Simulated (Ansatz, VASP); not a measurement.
# LiF in VASP and in Ansatz

Contents of INCAR:

```
ALGO = Normal ; EDIFF = 1E-6
ENCUT = 520 ; GGA = PE
ISIF = 2 ; ISMEAR = 0
LASPH = T ; LCHARG = F
LREAL = F ; LWAVE = F
NBANDS = 18 ; NELM = 80
PREC = Accurate ; SIGMA = 0.05
```

File KPOINTS:

```
k-points
0
Gamma
  9 9 6
```

Contents of POSCAR:

```
LiF
1.0
    3.1094393350      0.0000000000      0.0000000000
   -1.5547196675      2.6928534557      0.0000000000
    0.0000000000      0.0000000000      4.9539587486
Li F
2 2
Direct
    0.3333333333      0.6666666667      0.3912714954
    0.6666666667      0.3333333333      0.8912714954
    0.3333333333      0.6666666667      0.9939266766
    0.6666666667      0.3333333333      0.4939266766
```

Input for Ansatz:

```yaml
crystal:
  lattice:
    - [3.109439335, 0.0, 0.0]
    - [-1.5547196675, 2.6928534557, 0.0]
    - [0.0, 0.0, 4.9539587486]
  atoms:
    - { symbol: Li, position: [0.3333333333, 0.6666666667, 0.3912714954] }
    - { symbol: Li, position: [0.6666666667, 0.3333333333, 0.8912714954] }
    - { symbol: F, position: [0.3333333333, 0.6666666667, 0.9939266766] }
    - { symbol: F, position: [0.6666666667, 0.3333333333, 0.4939266766] }
basis:
  ecutwfc: 520.0
kpoints:
  mp_grid: { grid: [9, 9, 6] }
hamiltonian:
  xc: pbe
scf:
  occupations: { method: gaussian, width: 0.05 }
output:
  forces: true
  stress: true
  eigenvalues: true
```

Alike in both runs: task single point; functional PBE; k mesh 9 × 9 × 6; occupations gaussian, width 0.05 eV; no spin polarisation.

```csv
,VASP,Ansatz
version,VASP 6.6.1,Ansatz 0.2.0
potentials or method,"VASP PAW PBE potentials, release 64 (Li_sv, F), cutoff 520 eV","scalar-relativistic, plane waves, PAW"
valence electrons in the cell,20,20
```

Ansatz gave:

```
gap on the k mesh at the Fermi level (eV) : 7.56
least direct gap on the mesh (eV)         : 7.56
rms of the force components (eV/Å)        : 0.087
```

Estimate VASP's values.

gap on the k mesh at the Fermi level (eV): 7.55; least direct gap on the mesh (eV): 7.55; rms of the force components (eV/Å): 0.091.

Atom by atom the forces differ by 0.004 eV/Å (rms over components).

Noted on VASP's run: the cutoff is short for stress, so the pressure is rough.
